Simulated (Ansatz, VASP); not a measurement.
BaTiO3 in VASP and in Ansatz

File INCAR:

```
SYSTEM = BaTiO3
PREC = Accurate
ENCUT = 520
EDIFF = 1E-7
ISMEAR = -1
SIGMA = 0.05
LREAL = .FALSE.
LASPH = .TRUE.
NELM = 60
ALGO = Normal
ISIF = 2
LWAVE = .FALSE.
LCHARG = .TRUE.
GGA = PE
LELF = .TRUE.
LVHAR = .TRUE.
NBANDS = 28
```

File KPOINTS:

```
Automatic mesh
0
G
  7 7 7
  0 0 0
```

The input POSCAR:

```
BaTiO3
1.0
    2.8276681600      1.6325549700      2.3177316100
   -2.8276681600      1.6325549700      2.3177316100
    0.0000000000     -3.2651099400      2.3177316100
Ba Ti O
1 1 3
Direct
    0.0334731600      0.9884685300      0.0018377600
    0.5061032600      0.5274847800      0.5372321600
    0.4862471500      0.4971470800      0.9711514600
    0.4740898700      0.9864150100      0.4720123700
    0.9787865600      0.4791845900      0.4964662400
```

input.yaml

```yaml
crystal:
  lattice:
    - [2.82766816, 1.63255497, 2.31773161]
    - [-2.82766816, 1.63255497, 2.31773161]
    - [0.0, -3.26510994, 2.31773161]
  atoms:
    - { symbol: Ba, position: [0.03347316, 0.98846853, 0.00183776] }
    - { symbol: Ti, position: [0.50610326, 0.52748478, 0.53723216] }
    - { symbol: O, position: [0.48624715, 0.49714708, 0.97115146] }
    - { symbol: O, position: [0.47408987, 0.98641501, 0.47201237] }
    - { symbol: O, position: [0.97878656, 0.47918459, 0.49646624] }
hamiltonian:
  xc: pbe
  pseudopotentials: { kind: paw }
kpoints:
  mp_grid: { grid: [7, 7, 7] }
scf:
  occupations: { method: fermi_dirac, width: 0.05 }
basis:
  ecutwfc: "800 eV"
output:
  forces: true
  stress: true
  eigenvalues: true
```

Alike in both runs: task single point; functional PBE; k mesh 7 × 7 × 7; occupations fermi-dirac, width 0.05 eV; no spin polarisation.

|  | VASP | Ansatz |
| --- | --- | --- |
| version | VASP 6.6.1 | Ansatz 0.2.0 |
| potentials or method | VASP PAW PBE potentials, release 64 (Ba_sv, Ti_sv, O), cutoff 520 eV | Ansatz PAW |
| valence electrons in the cell | 40 | 40 |

```csv
,VASP,Ansatz,Ansatz less VASP
gap on the k mesh at the Fermi level (eV),2.75,2.78,+0.027
least direct gap on the mesh (eV),3.30,3.32,+0.018
pressure (GPa),11.4,9.4,-1.94
"traceless stress, the component that is largest in VASP (GPa)",-4.71,-4.50,+0.207
rms of the force components (eV/Å),0.830,0.772,-0.0574
```

Atom by atom the forces differ by 0.067 eV/Å (rms over components).

Neither program's run includes spin-orbit coupling. Noted on Ansatz's run: odd divisions of the mesh miss points on the zone boundary, where band edges often lie, so the gap on the mesh can be too wide.
